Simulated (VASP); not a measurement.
A run of VASP 6.6.1 is set up as follows.

File INCAR:

```
SYSTEM = ZnSe
ALGO     = Normal         ! electronic algorithm
EDIFF    = 1E-7           ! SCF threshold, eV
ENCUT    = 520            ! plane-wave cutoff, eV
GGA      = PE             ! functional
ISIF     = 2              ! what is computed and relaxed
ISMEAR   = 1              ! smearing method
LASPH    = .TRUE.         ! aspherical terms in the spheres
LCHARG   = .FALSE.        ! write CHGCAR
LREAL    = .FALSE.        ! projectors in reciprocal space
LWAVE    = .FALSE.        ! write WAVECAR
NBANDS   = 16             ! bands
NELM     = 80             ! most SCF steps
PREC     = Accurate       ! precision mode
SIGMA    = 0.01           ! smearing width, eV
```

The input KPOINTS:

```
k-points
0
G
  6 6 6
  0 0 0
```

POSCAR

```
ZnSe
1.0
    0.0000000000      2.7561222157      2.7561222157
    2.7561222157      0.0000000000      2.7561222157
    2.7561222157      2.7561222157      0.0000000000
Zn Se
1 1
Direct
    0.0000000000      0.0000000000      0.0000000000
    0.2500000000      0.2500000000      0.2500000000
```

Potentials or basis: VASP PAW PBE potentials, release 64 (Zn, Se).

The run is started by

```console
$ cat potpaw_PBE.64/Zn/POTCAR potpaw_PBE.64/Se/POTCAR > POTCAR
$ mpirun -np 1 vasp_std > vasp.out
```

Question: What does it give for the pressure?

Answer: 9.1 GPa.

Question: Estimate the band gap on the k mesh.

Answer: 1.64 eV, direct.

A hybrid or GW would open this gap; PBE tends to underestimate it.
